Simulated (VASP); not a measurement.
Set up this calculation in VASP 6.6.1, as the native input.

* Task: single point
* Functional: PBE
* Potentials or basis: VASP PAW PBE potentials, release 64 (Al, Co, Ni)
* Cutoff: 520 eV
* k mesh: 4 × 4 × 4
* Occupations: gaussian, width 0.1 eV
* Spin: collinear spin, ferrimagnetic start
* Starting moments: [0.0, 0.0, 0.0, 0.0, -3.0, -3.0, 3.0, 2.0] μB
* Dipole correction: no
* Further INCAR settings: ALGO = Normal; EDIFF = 1e-06; NBANDS = 38

The structure of Al4Co3Ni lies in POSCAR:

```
Al4Co3Ni
1.0
   -2.9617105800      2.9617105800      2.9617105800
    2.9617105800     -2.9617105800      2.9617105800
    2.9617105800      2.9617105800     -2.9617105800
Al Co Ni
4 3 1
Direct
    0.5000000000      0.0000000000      0.0000000000
    0.0000000000      0.0000000000      0.5000000000
    0.5000000000      0.5000000000      0.5000000000
    0.0000000000      0.5000000000      0.0000000000
    0.0000000000      0.5000000000      0.5000000000
    0.5000000000      0.5000000000      0.0000000000
    0.5000000000      0.0000000000      0.5000000000
    0.0000000000      0.0000000000      0.0000000000
```

These files were run (other wordings do the same):

INCAR

```
PREC = Accurate ; ENCUT = 520
EDIFF = 1E-6 ; ISMEAR = 0
SIGMA = 0.1 ; LREAL = False
LASPH = True ; NELM = 150
ALGO = Normal ; ISIF = 2
LWAVE = False ; LCHARG = True
ISPIN = 2 ; MAGMOM = 0 0 0 0 -3 -3 3 2
LORBIT = 11 ; LMAXMIX = 4
GGA = PE ; LELF = True
LVHAR = True ; NBANDS = 38
```

KPOINTS

```
Automatic mesh
0
Gamma
  4 4 4
```

Potentials or basis: VASP PAW PBE potentials, release 64 (Al, Co, Ni).

Command:

```sh
$ cat potpaw_PBE.64/Al/POTCAR potpaw_PBE.64/Co/POTCAR potpaw_PBE.64/Ni/POTCAR > POTCAR
$ mpirun -np 1 vasp_std > vasp.out
```

It gave:

```
Pressure                                              : -13.7 GPa
Net moment                                            : -0.16 μB per cell
Site moments                                          : Al +0.00; Co -0.28, +0.39 (each value once); Ni -0.01 μB
Valence electrons inside the program's atomic spheres : Al 0.76; Co 8.26, 8.25 (each value once); Ni 9.32
```

Caveat: the k points lie up to 0.38 Å⁻¹ apart.

It took 5.8 min on 1 thread of Intel Xeon 8259CL, with other jobs on the host, peak memory 0.33 GiB.
